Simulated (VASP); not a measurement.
# BP (F-43m) in VASP: single point with PBEsol

Aim: the single point of BP with PBEsol.

Everything below comes from runs of VASP 6.6.1. Logs are shortened: lines on timing, memory, paths and dates and some standing lists are left out, and cuts for length are marked.

## 1. The cell of the first run

The structure is cubic, space group F-43m (No. 216). Conventional cell: a = 4.520 Å, b = 4.520 Å, c = 4.520 Å, α = 90.00°, β = 90.00°, γ = 90.00°. Within 2.6 Å of B (site symmetry -43m) lie 4 P at 1.96 Å. P (site symmetry -43m) has 4 B at 1.96 Å within 2.6 Å.

## 2. Single point, PBEsol

Input file INCAR:

```
ALGO = Normal
EDIFF = 1E-6
ENCUT = 500
GGA = PS
GGA_COMPAT = False
ISIF = 2
ISMEAR = 0
LASPH = True
LCHARG = True
LELF = True
LREAL = False
LVHAR = True
LWAVE = False
NBANDS = 11
NELM = 120
PREC = Accurate
SIGMA = 0.02
```

Input file KPOINTS:

```
k-points
0
Gamma
  10 10 10
```

Input file POSCAR:

```
BP
1.0
    0.0000000000      2.2600812336      2.2600812336
    2.2600812336      0.0000000000      2.2600812336
    2.2600812336      2.2600812336      0.0000000000
B P
1 1
Direct
    0.0000000000      0.0000000000      0.0000000000
    0.7500000000      0.7500000000      0.7500000000
```

Potentials or basis: VASP PAW PBE potentials, release 64 (B, P).

On the command line:

```console
cat potpaw_PBE.64/B/POTCAR potpaw_PBE.64/P/POTCAR > POTCAR
mpirun -np 1 vasp_std > vasp.out
```

OUTCAR:

```text
EDIFF = 1E-6
   ENCUT = 500
   GGA = PS
   ISIF = 2
   ISMEAR = 0
   LASPH = True
   LREAL = False
   NELM = 120
   PREC = Accurate

 ion  position               nearest neighbor table
   1  0.000  0.000  0.000-   2 1.96   2 1.96   2 1.96   2 1.96
   2  0.750  0.750  0.750-   1 1.96   1 1.96   1 1.96   1 1.96

  LATTYP: Found a face centered cubic cell.
 ALAT       =     4.5201624672

  Lattice vectors:

 A1 = (   0.0000000000,   2.2600812336,   2.2600812336)
 A2 = (   2.2600812336,   0.0000000000,   2.2600812336)
 A3 = (   2.2600812336,   2.2600812336,   0.0000000000)

Analysis of symmetry for initial positions (statically):
=====================================================================
 Subroutine PRICEL returns:
 Original cell was already a primitive cell.

 Routine SETGRP: Setting up the symmetry group for a
 face centered cubic supercell.

 Subroutine GETGRP returns: Found 24 space group operations
 (whereof 24 operations were pure point group operations)
 out of a pool of 48 trial point group operations.

The static configuration has the point symmetry T_d .

Analysis of symmetry for dynamics (positions and initial velocities):
=====================================================================
 Subroutine PRICEL returns:
 Original cell was already a primitive cell.

 Routine SETGRP: Setting up the symmetry group for a
 face centered cubic supercell.

 Subroutine GETGRP returns: Found 24 space group operations
 (whereof 24 operations were pure point group operations)
 out of a pool of 48 trial point group operations.

The dynamic configuration has the point symmetry T_d .

 Subroutine INISYM returns: Found 24 space group operations
 (whereof 24 operations are pure point group operations),
 and found     1 'primitive' translations

----------------------------------------------------------------------------------------

                                     Primitive cell

  volume of cell :      23.0888

  direct lattice vectors                    reciprocal lattice vectors
     0.000000000  2.260081234  2.260081234    -0.221230986  0.221230986  0.221230986
     2.260081234  0.000000000  2.260081234     0.221230986 -0.221230986  0.221230986
     2.260081234  2.260081234  0.000000000     0.221230986  0.221230986 -0.221230986

  length of vectors
     3.196237533  3.196237533  3.196237533     0.383183308  0.383183308  0.383183308

  position of ions in fractional coordinates (direct lattice)
     0.000000000  0.000000000  0.000000000
     0.750000000  0.750000000  0.750000000

  ion indices of the primitive-cell ions
   primitive index   ion index
                 1           1
                 2           2

----------------------------------------------------------------------------------------

 KPOINTS: k-points

Automatic generation of k-mesh.
 Grid dimensions read from file:
 generate k-points for:   10   10   10

 Generating k-lattice:

  Cartesian coordinates                     Fractional coordinates (reciprocal lattice)
    -0.022123099  0.022123099  0.022123099     0.100000000  0.000000000  0.000000000
     0.022123099 -0.022123099  0.022123099     0.000000000  0.100000000  0.000000000
     0.022123099  0.022123099 -0.022123099     0.000000000  0.000000000  0.100000000

  Length of vectors
     0.038318331  0.038318331  0.038318331

  Shift w.r.t. Gamma in fractional coordinates (k-lattice)
     0.000000000  0.000000000  0.000000000

 Subroutine IBZKPT returns following result:
 ===========================================

 Found     47 irreducible k-points:

 Following reciprocal coordinates:
            Coordinates               Weight
  0.000000  0.000000  0.000000      1.000000
  0.100000  0.000000  0.000000      8.000000
  0.200000  0.000000  0.000000      8.000000
  0.300000  0.000000  0.000000      8.000000
  0.400000  0.000000  0.000000      8.000000
  0.500000  0.000000  0.000000      4.000000
[... 16 lines left out ...]
  0.300000  0.300000  0.000000      6.000000
  0.400000  0.300000  0.000000     24.000000
 [... further k-points ...]
   k-points           NKPTS =     47   k-points in BZ     NKDIM =     47   number of bands    NBANDS=     11
   number of dos      NEDOS =    301   number of ions     NIONS =      2
   total plane-waves  NPLWV =  13824
   dimension x,y,z NGX =    24 NGY =   24 NGZ =   24
   dimension x,y,z NGXF=    48 NGYF=   48 NGZF=   48
   ions per type =               1   1
   NGX,Y,Z   is equivalent  to a cutoff of  12.48, 12.48, 12.48 a.u.
   NGXF,Y,Z  is equivalent  to a cutoff of  24.97, 24.97, 24.97 a.u.
 SYSTEM =  unknown system
   PREC   = accura    normal or accurate (medium, high low for compatibility)
   ISTART =      0    job   : 0-new  1-cont  2-samecut
   ICHARG =      2    charge: 1-file 2-atom 10-const
   ISPIN  =      1    spin polarized calculation?
   LNONCOLLINEAR =      F non collinear calculations
   LSORBIT =      F    spin-orbit coupling
   LASPH  =      T    aspherical Exc in radial PAW
   ENCUT  =  500.0 eV  36.75 Ry    6.06 a.u.   5.83  5.83  5.83*2*pi/ulx,y,z
   NELM   =    120;   NELMIN=  2; NELMDL= -5     # of ELM steps
   EDIFF  = 0.1E-05   stopping-criterion for ELM
   LREAL  =      F    real-space projection
   EDIFFG = 0.1E-04   stopping-criterion for IOM
   NSW    =      0    number of steps for IOM
   IBRION =     -1    ionic relax: 0-MD 1-quasi-New 2-CG
   NFREE  =      0    steps in history (QN), initial steepest desc. (CG)
   ISIF   =      2    stress and relaxation
   ISYM   =      2    0-nonsym 1-usesym 2-fastsym
   POTIM  = 0.5000    time-step for ionic-motion
   TEBEG  =    0.0;   TEEND  =   0.0 temperature during run
   PSTRESS=    0.0 pullay stress
   NELECT =       8.0000    total number of electrons
   NUPDOWN=      -1.0000    fix difference up-down
   EMIN   =  10.00;   EMAX   =-10.00  energy-range for DOS
   EFERMI =   0.00;   METHOD = LEGACY
   ISMEAR =     0;   SIGMA  =   0.02  broadening in eV -4-tet -1-fermi 0-gaus
   EFERMI_NEDOS =   21; number of points for ismear=-14 and -15
   IALGO  =     38    algorithm
   IMIX   =      4    mixing-type and parameters
     AMIX     =   0.40;   BMIX     =  1.00
     AMIX_MAG =   1.60;   BMIX_MAG =  1.00
  volume/ion in A,a.u.               =      11.54        77.91
  Fermi-wavevector in a.u.,A,eV,Ry     =   1.149840  2.172883 17.988701  1.322132
  Thomas-Fermi vector in A             =   2.286507
   LORBIT       =      0    0 simple, 1 ext, 2 COOP (PROOUT), +10 PAW based schemes
   GGA     = PS    functional components
   LHFCALC =     F    Hartree Fock is set to
   AEXX    =    0.0000 exact exchange contribution
   IVDW    =     0    specifies the selected vdW correction
   LEPSILON=     F    determine dielectric tensor
   LRPA    =     F    only Hartree local field effects (RPA)
 non-spin polarized calculation
 Gauss-broadening in eV      SIGMA  =   0.02
  energy-cutoff  :      500.00
  volume of cell :       23.09
 maximum number of plane-waves:       600
   NGX = 11   NGY = 11   NGZ = 11

 number of electron       8.0000001 magnetization

 Free energy of the ion-electron system (eV)
  ---------------------------------------------------
  ext. energy  EPLUGINS =         0.00000000
  ---------------------------------------------------
  free energy    TOTEN  =       -13.67328796 eV

  energy without entropy =      -13.67328796  energy(sigma->0) =      -13.67328796

 E-fermi :   7.7384     XC(G=0): -11.0956

 val. band max:        7.5460112001   @ k =   0.0000   0.0000   0.0000
 cond. band min:       8.6614017610   @ k =   0.4000   0.4000   0.0000
 fundamental gap:      1.1153905608
 Fermi energy:         7.7383882700

 k-point     1 :       0.0000    0.0000    0.0000
  band No.  band energies     occupation
      1      -8.0582      2.00000
      2       7.5460      2.00000
      3       7.5460      2.00000
      4       7.5460      2.00000
      5      10.9203      0.00000
      6      10.9203      0.00000
      7      10.9203      0.00000
      8      15.0680      0.00000
      9      18.8697      0.00000
     10      19.7023      0.00000
     11      19.7023      0.00000

 k-point     2 :       0.1000    0.0000    0.0000
  band No.  band energies     occupation
      1      -7.8757      2.00000
      2       6.2231      2.00000
      3       7.2443      2.00000
      4       7.2443      2.00000
      5      11.3366      0.00000
      6      11.3366      0.00000
      7      11.3678      0.00000
      8      15.5739      0.00000
      9      18.9752      0.00000
     10      18.9752      0.00000
     11      19.4541      0.00000

 k-point     3 :       0.2000    0.0000    0.0000
  band No.  band energies     occupation
      1      -7.3348      2.00000
      2       3.8500      2.00000
      3       6.6762      2.00000
      4       6.6762      2.00000
      5      11.5809      0.00000
      6      12.0619      0.00000
      7      12.0619      0.00000
      8      16.6834      0.00000
      9      18.3491      0.00000
     10      18.3491      0.00000
     11      20.3404      0.00000

 k-point     4 :       0.3000    0.0000    0.0000
  band No.  band energies     occupation
      1      -6.4642      2.00000
      2       1.4585      2.00000
      3       6.1819      2.00000
      4       6.1819      2.00000
      5      11.4991      0.00000
      6      12.3753      0.00000
      7      12.3753      0.00000
      8      17.4801      0.00000
      9      18.9421      0.00000
     10      18.9421      0.00000
     11      20.6557      0.00000
[... 239 lines left out ...]
 k-point    22 :      -0.2000    0.2000    0.0000
  band No.  band energies     occupation
      1      -6.1688      2.00000
      2       2.2504      2.00000
      3       3.2815      2.00000
      4       6.2853      2.00000
      5      11.9871      0.00000
      6      12.8527      0.00000
      7      13.9291      0.00000
      8      15.8768      0.00000
      9      16.9766      0.00000
     10      21.1317      0.00000
     11      23.4038      0.00000

 k-point    23 :       0.3000    0.3000    0.0000
  band No.  band energies     occupation
      1      -5.9147      2.00000
      2       2.7027      2.00000
      3       4.2632      2.00000
      4       4.2632      2.00000
      5       8.9642      0.00000
      6      11.3163      0.00000
      7      16.4587      0.00000
      8      16.4587      0.00000
      9      20.7120      0.00000
     10      21.9849      0.00000
     11      24.0378      0.00000

 k-point    24 :       0.4000    0.3000    0.0000
  band No.  band energies     occupation
      1      -5.0762      2.00000
      2       1.3555      2.00000
      3       3.4123      2.00000
      4       3.9650      2.00000
      5       9.2487      0.00000
      6      11.0392      0.00000
      7      17.0771      0.00000
      8      17.0814      0.00000
      9      21.6165      0.00000
     10      22.8754      0.00000
     11      24.6339      0.00000

 [... further k-points ...]

------------------------ aborting loop because EDIFF is reached ----------------------------------------

  FORCE on cell =-STRESS in cart. coord.  units (eV):
  Direction    XX          YY          ZZ          XY          YZ          ZX
  --------------------------------------------------------------------------------------
  -------------------------------------------------------------------------------------
  Total        0.0156858      0.0156858      0.0156858      0.0000000      0.0000000     -0.0000000
  in kB        1.0884636      1.0884636      1.0884636      0.0000000      0.0000000     -0.0000000
  external PRESSURE =       1.0884636 kB  Pullay stress =       0.0000000 kB

 VOLUME and BASIS-vectors are now :
 -----------------------------------------------------------------------------
  energy-cutoff  :      500.00
  volume of cell :       23.09
      direct lattice vectors                 reciprocal lattice vectors
     0.000000000  2.260081234  2.260081234    -0.221230986  0.221230986  0.221230986
     2.260081234  0.000000000  2.260081234     0.221230986 -0.221230986  0.221230986
     2.260081234  2.260081234  0.000000000     0.221230986  0.221230986 -0.221230986

 POSITION                                       TOTAL-FORCE (eV/Angst)
 -----------------------------------------------------------------------------------
      0.00000      0.00000      0.00000         0.000000     -0.000000     -0.000000
      3.39012      3.39012      3.39012        -0.000000      0.000000      0.000000
 -----------------------------------------------------------------------------------
    total drift:                               -0.000000     -0.000000     -0.000000

  FREE ENERGIE OF THE ION-ELECTRON SYSTEM (eV)
  ---------------------------------------------------
  free  energy   TOTEN  =       -13.6732879641 eV

  energy  without entropy=      -13.6732879641  energy(sigma->0) =      -13.67328796
```

Wall time 6.2 s (1 thread of Intel Xeon Platinum 8259CL at 2.50GHz (Skylake/Cascade Lake), shared host); peak memory 0.14 GiB.

What came out:

| Property | Result |
| --- | --- |
| Free energy | -13.6733 eV |
| Pressure | 0.1 GPa |
| Band gap on the k mesh | 1.12 eV (least direct gap 3.37 eV) |

Caveat: the PAW data sets were made with another functional, which shifts forces and pressure a little. A k mesh can miss the band edges.
